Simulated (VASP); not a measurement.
# Hf2SiO4 (P-3m1) in VASP: further runs

The runs below take Hf2SiO4 through single point, with PBE.

Program: VASP 6.6.1. These are calculated values, not measurements. Logs are shortened: lines on timing, memory, paths and dates and some standing lists are left out, and cuts for length are marked.

## Step 1: The cell of the first run

It takes space group P-3m1 (No. 164, trigonal). Conventional cell: a = 3.201 Å, b = 3.201 Å, c = 14.509 Å, α = 90.00°, β = 90.00°, γ = 120.00°. Hf (site symmetry 3m) has 6 O at 2.10 Å within 2.8 Å. Si (site symmetry -3m) has 6 Si at 3.20 Å and 6 O at 4.14 Å within 4.2 Å. Within 2.8 Å of O (site symmetry 3m) lie 3 Hf at 2.10 Å and 3 O at 2.71 Å. O (site symmetry 3m) has 3 Hf at 2.10 Å and 3 O at 2.71 Å within 2.8 Å.

## Step 2: Single point, PBE (volume scaled by 0.88, then relaxed in part)

INCAR reads:

```
  PREC = Accurate
  ENCUT = 520
  EDIFF = 1E-7
  ISMEAR = 0
  SIGMA = 0.1
  LREAL = F
  LASPH = T
  NELM = 60
  ALGO = Normal
  ISIF = 2
  LWAVE = F
  LCHARG = F
  GGA = PE
  NBANDS = 33
```

KPOINTS reads:

```
Automatic mesh
0
Gamma
  12 12 2
```

POSCAR reads:

```
Hf2SiO4
1.0
    3.2014733991      0.0000000000      0.0000000000
   -1.6007366996      2.7725572932      0.0000000000
    0.0000000000      0.0000000000     14.5092015164
Hf Si O
2 1 4
Direct
    0.0000000000      0.0000000000      0.6766414926
    0.0000000000      0.0000000000      0.3233585074
    0.0000000000      0.0000000000      0.0000000000
    0.3333333333      0.6666666667      0.6082489443
    0.6666666667      0.3333333333      0.3917510557
    0.6666666667      0.3333333333      0.7450303135
    0.3333333333      0.6666666667      0.2549696865
```

Potentials or basis: VASP PAW PBE potentials, release 64 (Hf_pv, Si, O).

The run is started by

```
$ cat potpaw_PBE.64/Hf_pv/POTCAR potpaw_PBE.64/Si/POTCAR potpaw_PBE.64/O/POTCAR > POTCAR
$ mpirun -np 1 vasp_std > vasp.out
```

OUTCAR:

```text
PREC = Accurate
   ENCUT = 520
   EDIFF = 1E-7
   ISMEAR = 0
   LREAL = F
   LASPH = T
   NELM = 60
   ISIF = 2
   GGA = PE

 ion  position               nearest neighbor table
   1  0.000  0.000  0.677-   6 2.10   6 2.10   6 2.10   4 2.10   4 2.10   4 2.10
   2  0.000  0.000  0.323-   7 2.10   7 2.10   7 2.10   5 2.10   5 2.10   5 2.10
   3  0.000  0.000  0.000-
   4  0.333  0.667  0.608-   1 2.10   1 2.10   1 2.10
   5  0.667  0.333  0.392-   2 2.10   2 2.10   2 2.10
   6  0.667  0.333  0.745-   1 2.10   1 2.10   1 2.10
   7  0.333  0.667  0.255-   2 2.10   2 2.10   2 2.10

  LATTYP: Found a hexagonal cell.
 ALAT       =     3.2014733991
 C/A-ratio  =     4.5320387546

  Lattice vectors:

 A1 = (   3.2014733991,   0.0000000000,   0.0000000000)
 A2 = (  -1.6007366996,   2.7725572932,   0.0000000000)
 A3 = (   0.0000000000,   0.0000000000,  14.5092015164)

Analysis of symmetry for initial positions (statically):
=====================================================================
 Subroutine PRICEL returns:
 Original cell was already a primitive cell.

 Routine SETGRP: Setting up the symmetry group for a
 hexagonal supercell.

 Subroutine GETGRP returns: Found 12 space group operations
 (whereof 12 operations were pure point group operations)
 out of a pool of 24 trial point group operations.

The static configuration has the point symmetry D_3d.

Analysis of symmetry for dynamics (positions and initial velocities):
=====================================================================
 Subroutine PRICEL returns:
 Original cell was already a primitive cell.

 Routine SETGRP: Setting up the symmetry group for a
 hexagonal supercell.

 Subroutine GETGRP returns: Found 12 space group operations
 (whereof 12 operations were pure point group operations)
 out of a pool of 24 trial point group operations.

The dynamic configuration has the point symmetry D_3d.

 Subroutine INISYM returns: Found 12 space group operations
 (whereof 12 operations are pure point group operations),
 and found     1 'primitive' translations

----------------------------------------------------------------------------------------
[... 96 lines left out ...]
   ICHARG =      2    charge: 1-file 2-atom 10-const
   ISPIN  =      1    spin polarized calculation?
   LNONCOLLINEAR =      F non collinear calculations
   LSORBIT =      F    spin-orbit coupling
   LASPH  =      T    aspherical Exc in radial PAW
   ENCUT  =  520.0 eV  38.22 Ry    6.18 a.u.   5.95  5.95 26.98*2*pi/ulx,y,z
   NELM   =     60;   NELMIN=  2; NELMDL= -5     # of ELM steps
   EDIFF  = 0.1E-06   stopping-criterion for ELM
   LREAL  =      F    real-space projection
   EDIFFG = 0.1E-05   stopping-criterion for IOM
   NSW    =      0    number of steps for IOM
   IBRION =     -1    ionic relax: 0-MD 1-quasi-New 2-CG
   NFREE  =      0    steps in history (QN), initial steepest desc. (CG)
   ISIF   =      2    stress and relaxation
   ISYM   =      2    0-nonsym 1-usesym 2-fastsym
   POTIM  = 0.5000    time-step for ionic-motion
   TEBEG  =    0.0;   TEEND  =   0.0 temperature during run
   PSTRESS=    0.0 pullay stress
   NELECT =      48.0000    total number of electrons
   NUPDOWN=      -1.0000    fix difference up-down
   EMIN   =  10.00;   EMAX   =-10.00  energy-range for DOS
   EFERMI =   0.00;   METHOD = LEGACY
   ISMEAR =     0;   SIGMA  =   0.10  broadening in eV -4-tet -1-fermi 0-gaus
   EFERMI_NEDOS =   21; number of points for ismear=-14 and -15
   IALGO  =     38    algorithm
   IMIX   =      4    mixing-type and parameters
     AMIX     =   0.40;   BMIX     =  1.00
     AMIX_MAG =   1.60;   BMIX_MAG =  1.00
  volume/ion in A,a.u.               =      18.40       124.16
  Fermi-wavevector in a.u.,A,eV,Ry     =   1.178141  2.226364 18.885107  1.388016
  Thomas-Fermi vector in A             =   2.314475
   LORBIT       =      0    0 simple, 1 ext, 2 COOP (PROOUT), +10 PAW based schemes
   GGA     = PE    functional components
   LHFCALC =     F    Hartree Fock is set to
   AEXX    =    0.0000 exact exchange contribution
   IVDW    =     0    specifies the selected vdW correction
   LEPSILON=     F    determine dielectric tensor
   LRPA    =     F    only Hartree local field effects (RPA)
 non-spin polarized calculation
 Gauss-broadening in eV      SIGMA  =   0.10
  energy-cutoff  :      520.00
  volume of cell :      128.79
 maximum number of plane-waves:      3528
 NGX is ok and might be reduce to    24
   NGX = 11   NGY = 11   NGZ = 53

 number of electron      48.0000003 magnetization

 Free energy of the ion-electron system (eV)
  ---------------------------------------------------
  ext. energy  EPLUGINS =         0.00000000
  ---------------------------------------------------
  free energy    TOTEN  =       -62.97761329 eV

  energy without entropy =      -62.96732638  energy(sigma->0) =      -62.97246984

 E-fermi :   2.7536     XC(G=0):  -8.8974

 val. band max:        2.7158289227   @ k =   0.3333   0.2500   0.5000
 cond. band min:       2.7971718613   @ k =   0.2500   0.0833   0.5000
 fundamental gap:      0.0813429386
 Fermi energy:         2.7536155239

 k-point     1 :       0.0000    0.0000    0.0000
  band No.  band energies     occupation
      1     -29.5627      2.00000
      2     -29.5619      2.00000
      3     -29.0702      2.00000
      4     -29.0702      2.00000
      5     -29.0702      2.00000
      6     -29.0702      2.00000
[... 853 lines left out ...]
     32       6.9467      0.00000
     33       7.8033      0.00000

 [... further k-points ...]
[... 5 lines left out ...]
  --------------------------------------------------------------------------------------
  -------------------------------------------------------------------------------------
  Total       -0.9066702     -0.9066702     -0.4134317      0.0000000     -0.0000000      0.0000000
  in kB      -11.2793996    -11.2793996     -5.1432828      0.0000000     -0.0000000      0.0000000
  external PRESSURE =      -9.2340273 kB  Pullay stress =       0.0000000 kB

 VOLUME and BASIS-vectors are now :
 -----------------------------------------------------------------------------
  energy-cutoff  :      520.00
  volume of cell :      128.79
      direct lattice vectors                 reciprocal lattice vectors
     3.201473399  0.000000000  0.000000000     0.312356180  0.180338924  0.000000000
    -1.600736700  2.772557293  0.000000000     0.000000000  0.360677849  0.000000000
     0.000000000  0.000000000 14.509201516     0.000000000  0.000000000  0.068921780

 POSITION                                       TOTAL-FORCE (eV/Angst)
 -----------------------------------------------------------------------------------
      0.00000      0.00000      9.81753        -0.000000     -0.000000     -0.000492
      0.00000      0.00000      4.69167        -0.000000      0.000000      0.000492
      0.00000      0.00000      0.00000        -0.000000      0.000000     -0.000000
     -0.00000      1.84837      8.82521        -0.000000      0.000000      0.203155
      1.60074      0.92419      5.68400         0.000000     -0.000000     -0.203155
      1.60074      0.92419     10.80979         0.000000      0.000000     -0.202634
     -0.00000      1.84837      3.69941        -0.000000      0.000000      0.202634
 -----------------------------------------------------------------------------------
    total drift:                               -0.000000      0.000000      0.000000

  FREE ENERGIE OF THE ION-ELECTRON SYSTEM (eV)
  ---------------------------------------------------
  free  energy   TOTEN  =       -62.9776132898 eV

  energy  without entropy=      -62.9673263847  energy(sigma->0) =      -62.97246984
```

Wall time 80 s (1 thread of Intel Xeon 6975P-C (Granite Rapids), shared host); peak memory 0.31 GiB.

Results:

| Property | Result |
| --- | --- |
| Free energy | -62.9776 eV |
| Pressure | -0.9 GPa |
| Largest force | 0.203 eV/Å |
| Band gap on the k mesh | zero (band 24 reaches 2.80 eV, above the bottom of band 25 at 1.60 eV) |

Forces on the atoms (eV/Å):
```
Hf   0.000  0.000  0.000
Hf   0.000  0.000  0.000
Si   0.000  0.000  0.000
O    0.000  0.000  0.203
O    0.000  0.000 -0.203
O    0.000  0.000 -0.203
O    0.000  0.000  0.203
```

Caveat: spin-orbit coupling is left out, which moves the levels of the heavy elements.

## Step 3: Single point, PBE (volume scaled by 0.91, then relaxed in part)

INCAR reads:

```
SYSTEM = Hf2SiO4
PREC = Accurate
ENCUT = 520
EDIFF = 1E-7
ISMEAR = 0
SIGMA = 0.1
LREAL = .False.
LASPH = .True.
NELM = 100
ALGO = Normal
ISIF = 2
LWAVE = .False.
LCHARG = .False.
GGA = PE
NBANDS = 33
```

KPOINTS reads:

```
regular mesh
0
Gamma
  12 12 2
  0 0 0
```

POSCAR reads:

```
Hf2SiO4
1.0
    3.2034190893      0.0000000000      0.0000000000
   -1.6017095447      2.7742423103      0.0000000000
    0.0000000000      0.0000000000     14.9856128878
Hf Si O
2 1 4
Direct
    0.0000000000      0.0000000000      0.6749328918
    0.0000000000      0.0000000000      0.3250671082
    0.0000000000      0.0000000000      0.0000000000
    0.3333333333      0.6666666667      0.6087581598
    0.6666666667      0.3333333333      0.3912418402
    0.6666666667      0.3333333333      0.7411052627
    0.3333333333      0.6666666667      0.2588947373
```

Potentials or basis: VASP PAW PBE potentials, release 64 (Hf_pv, Si, O).

The run is started by

```
$ cat potpaw_PBE.64/Hf_pv/POTCAR potpaw_PBE.64/Si/POTCAR potpaw_PBE.64/O/POTCAR > POTCAR
$ mpirun -np 1 vasp_std > vasp.out
```

OUTCAR:

```text
SYSTEM = Hf2SiO4
   PREC = Accurate
   ENCUT = 520
   EDIFF = 1E-7
   ISMEAR = 0
   LREAL = .False.
   LASPH = .True.
   NELM = 100
   ISIF = 2
   GGA = PE

 ion  position               nearest neighbor table
   1  0.000  0.000  0.675-   6 2.10   6 2.10   6 2.10   4 2.10   4 2.10   4 2.10
   2  0.000  0.000  0.325-   7 2.10   7 2.10   7 2.10   5 2.10   5 2.10   5 2.10
   3  0.000  0.000  0.000-
   4  0.333  0.667  0.609-   1 2.10   1 2.10   1 2.10
   5  0.667  0.333  0.391-   2 2.10   2 2.10   2 2.10
   6  0.667  0.333  0.741-   1 2.10   1 2.10   1 2.10
   7  0.333  0.667  0.259-   2 2.10   2 2.10   2 2.10

  LATTYP: Found a hexagonal cell.
 ALAT       =     3.2034190893
 C/A-ratio  =     4.6780057401

  Lattice vectors:

 A1 = (   3.2034190893,   0.0000000000,   0.0000000000)
 A2 = (  -1.6017095447,   2.7742423103,   0.0000000000)
 A3 = (   0.0000000000,   0.0000000000,  14.9856128878)

Analysis of symmetry for initial positions (statically):
=====================================================================
 Subroutine PRICEL returns:
 Original cell was already a primitive cell.

 Routine SETGRP: Setting up the symmetry group for a
 hexagonal supercell.

 Subroutine GETGRP returns: Found 12 space group operations
 (whereof 12 operations were pure point group operations)
 out of a pool of 24 trial point group operations.

The static configuration has the point symmetry D_3d.

Analysis of symmetry for dynamics (positions and initial velocities):
=====================================================================
 Subroutine PRICEL returns:
 Original cell was already a primitive cell.

 Routine SETGRP: Setting up the symmetry group for a
 hexagonal supercell.

 Subroutine GETGRP returns: Found 12 space group operations
 (whereof 12 operations were pure point group operations)
 out of a pool of 24 trial point group operations.

The dynamic configuration has the point symmetry D_3d.

 Subroutine INISYM returns: Found 12 space group operations
 (whereof 12 operations are pure point group operations),
 and found     1 'primitive' translations

----------------------------------------------------------------------------------------

                                     Primitive cell

  volume of cell :     133.1781

  direct lattice vectors                    reciprocal lattice vectors
     3.203419089  0.000000000  0.000000000     0.312166461  0.180229390  0.000000000
    -1.601709545  2.774242310  0.000000000     0.000000000  0.360458781  0.000000000
     0.000000000  0.000000000 14.985612888     0.000000000  0.000000000  0.066730671

  length of vectors
     3.203419089  3.203419089 14.985612888     0.360458781  0.360458781  0.066730671

  position of ions in fractional coordinates (direct lattice)
     0.000000000  0.000000000  0.674932892
     0.000000000  0.000000000  0.325067108
     0.000000000  0.000000000  0.000000000
     0.333333333  0.666666667  0.608758160
     0.666666667  0.333333333  0.391241840
     0.666666667  0.333333333  0.741105263
     0.333333333  0.666666667  0.258894737

  ion indices of the primitive-cell ions
   primitive index   ion index
                 1           1
[... 27 lines left out ...]

 Subroutine IBZKPT returns following result:
 ===========================================

 Found     38 irreducible k-points:

 Following reciprocal coordinates:
            Coordinates               Weight
  0.000000  0.000000  0.000000      1.000000
  0.083333  0.000000  0.000000      6.000000
  0.166667  0.000000  0.000000      6.000000
  0.250000  0.000000  0.000000      6.000000
  0.333333  0.000000  0.000000      6.000000
  0.416667  0.000000  0.000000      6.000000
[... 16 lines left out ...]
  0.250000  0.000000  0.500000      6.000000
  0.333333  0.000000  0.500000      6.000000
 [... further k-points ...]
   k-points           NKPTS =     38   k-points in BZ     NKDIM =     38   number of bands    NBANDS=     33
   number of dos      NEDOS =    301   number of ions     NIONS =      7
   total plane-waves  NPLWV =  64512
   dimension x,y,z NGX =    24 NGY =   24 NGZ =  112
   dimension x,y,z NGXF=    48 NGYF=   48 NGZF=  224
   ions per type =               2   1   4
   NGX,Y,Z   is equivalent  to a cutoff of  12.46, 12.46, 12.42 a.u.
   NGXF,Y,Z  is equivalent  to a cutoff of  24.91, 24.91, 24.85 a.u.
 SYSTEM =  Hf2SiO4
   PREC   = accura    normal or accurate (medium, high low for compatibility)
   ISTART =      0    job   : 0-new  1-cont  2-samecut
   ICHARG =      2    charge: 1-file 2-atom 10-const
   ISPIN  =      1    spin polarized calculation?
   LNONCOLLINEAR =      F non collinear calculations
   LSORBIT =      F    spin-orbit coupling
   LASPH  =      T    aspherical Exc in radial PAW
   ENCUT  =  520.0 eV  38.22 Ry    6.18 a.u.   5.96  5.96 27.86*2*pi/ulx,y,z
   NELM   =    100;   NELMIN=  2; NELMDL= -5     # of ELM steps
   EDIFF  = 0.1E-06   stopping-criterion for ELM
   LREAL  =      F    real-space projection
   EDIFFG = 0.1E-05   stopping-criterion for IOM
   NSW    =      0    number of steps for IOM
   IBRION =     -1    ionic relax: 0-MD 1-quasi-New 2-CG
   NFREE  =      0    steps in history (QN), initial steepest desc. (CG)
   ISIF   =      2    stress and relaxation
   ISYM   =      2    0-nonsym 1-usesym 2-fastsym
   POTIM  = 0.5000    time-step for ionic-motion
   TEBEG  =    0.0;   TEEND  =   0.0 temperature during run
   PSTRESS=    0.0 pullay stress
   NELECT =      48.0000    total number of electrons
   NUPDOWN=      -1.0000    fix difference up-down
   EMIN   =  10.00;   EMAX   =-10.00  energy-range for DOS
   EFERMI =   0.00;   METHOD = LEGACY
   ISMEAR =     0;   SIGMA  =   0.10  broadening in eV -4-tet -1-fermi 0-gaus
   EFERMI_NEDOS =   21; number of points for ismear=-14 and -15
   IALGO  =     38    algorithm
   IMIX   =      4    mixing-type and parameters
     AMIX     =   0.40;   BMIX     =  1.00
     AMIX_MAG =   1.60;   BMIX_MAG =  1.00
  volume/ion in A,a.u.               =      19.03       128.39
  Fermi-wavevector in a.u.,A,eV,Ry     =   1.165049  2.201624 18.467735  1.357340
  Thomas-Fermi vector in A             =   2.301580
   LORBIT       =      0    0 simple, 1 ext, 2 COOP (PROOUT), +10 PAW based schemes
   GGA     = PE    functional components
   LHFCALC =     F    Hartree Fock is set to
   AEXX    =    0.0000 exact exchange contribution
   IVDW    =     0    specifies the selected vdW correction
   LEPSILON=     F    determine dielectric tensor
   LRPA    =     F    only Hartree local field effects (RPA)
 non-spin polarized calculation
 Gauss-broadening in eV      SIGMA  =   0.10
  energy-cutoff  :      520.00
  volume of cell :      133.18
 maximum number of plane-waves:      3630
 NGX is ok and might be reduce to    24
   NGX = 11   NGY = 11   NGZ = 55

 number of electron      48.0000002 magnetization

 Free energy of the ion-electron system (eV)
  ---------------------------------------------------
  ext. energy  EPLUGINS =         0.00000000
  ---------------------------------------------------
  free energy    TOTEN  =       -62.98977078 eV

  energy without entropy =      -62.97943561  energy(sigma->0) =      -62.98460319

 E-fermi :   2.4872     XC(G=0):  -8.6935

 val. band max:        2.4517143936   @ k =   0.3333   0.2500   0.5000
 cond. band min:       2.5300352551   @ k =   0.2500   0.0833   0.5000
 fundamental gap:      0.0783208615
 Fermi energy:         2.4872271475

 k-point     1 :       0.0000    0.0000    0.0000
  band No.  band energies     occupation
      1     -29.7999      2.00000
      2     -29.7993      2.00000
      3     -29.3093      2.00000
      4     -29.3093      2.00000
      5     -29.3093      2.00000
      6     -29.3093      2.00000
[... 853 lines left out ...]
     32       6.6742      0.00000
     33       7.5302      0.00000

 [... further k-points ...]
[... 5 lines left out ...]
  --------------------------------------------------------------------------------------
  -------------------------------------------------------------------------------------
  Total       -1.0967839     -1.0967839     -0.5848891      0.0000000      0.0000000      0.0000000
  in kB      -13.1946836    -13.1946836     -7.0364151      0.0000000      0.0000000      0.0000000
  external PRESSURE =     -11.1419274 kB  Pullay stress =       0.0000000 kB

 VOLUME and BASIS-vectors are now :
 -----------------------------------------------------------------------------
  energy-cutoff  :      520.00
  volume of cell :      133.18
      direct lattice vectors                 reciprocal lattice vectors
     3.203419089  0.000000000  0.000000000     0.312166461  0.180229390  0.000000000
    -1.601709545  2.774242310  0.000000000     0.000000000  0.360458781  0.000000000
     0.000000000  0.000000000 14.985612888     0.000000000  0.000000000  0.066730671

 POSITION                                       TOTAL-FORCE (eV/Angst)
 -----------------------------------------------------------------------------------
      0.00000      0.00000     10.11428        -0.000000     -0.000000      0.000593
      0.00000      0.00000      4.87133        -0.000000      0.000000     -0.000593
      0.00000      0.00000      0.00000        -0.000000     -0.000000     -0.000000
     -0.00000      1.84949      9.12261         0.000000      0.000000      0.200800
      1.60171      0.92475      5.86300        -0.000000     -0.000000     -0.200800
      1.60171      0.92475     11.10592        -0.000000     -0.000000     -0.199334
     -0.00000      1.84949      3.87970         0.000000      0.000000      0.199334
 -----------------------------------------------------------------------------------
    total drift:                                0.000000      0.000000      0.000000

  FREE ENERGIE OF THE ION-ELECTRON SYSTEM (eV)
  ---------------------------------------------------
  free  energy   TOTEN  =       -62.9897707755 eV

  energy  without entropy=      -62.9794356111  energy(sigma->0) =      -62.98460319
```

Run time: 86 s. Hardware: 1 thread of Intel Xeon 6975P-C (Granite Rapids), shared host; peak memory 0.32 GiB.

What came out:

```yaml
Free_energy: -62.9898 eV
Pressure: -1.1 GPa
Largest_force: 0.201 eV/Å
Band_gap_on_the_k_mesh: zero (band 24 reaches 2.53 eV, above the bottom of band 25 at 1.33 eV)
```

Forces in eV/Å, atoms in the order of the input:
```
Hf   0.000  0.000  0.001
Hf   0.000  0.000 -0.001
Si   0.000  0.000  0.000
O    0.000  0.000  0.201
O    0.000  0.000 -0.201
O    0.000  0.000 -0.199
O    0.000  0.000  0.199
```

Stress tensor (GPa, compression positive):
```
-1.32  0.00  0.00
 0.00 -1.32  0.00
 0.00  0.00 -0.70
```

Caveat: spin-orbit coupling is left out, which moves the levels of the heavy elements.
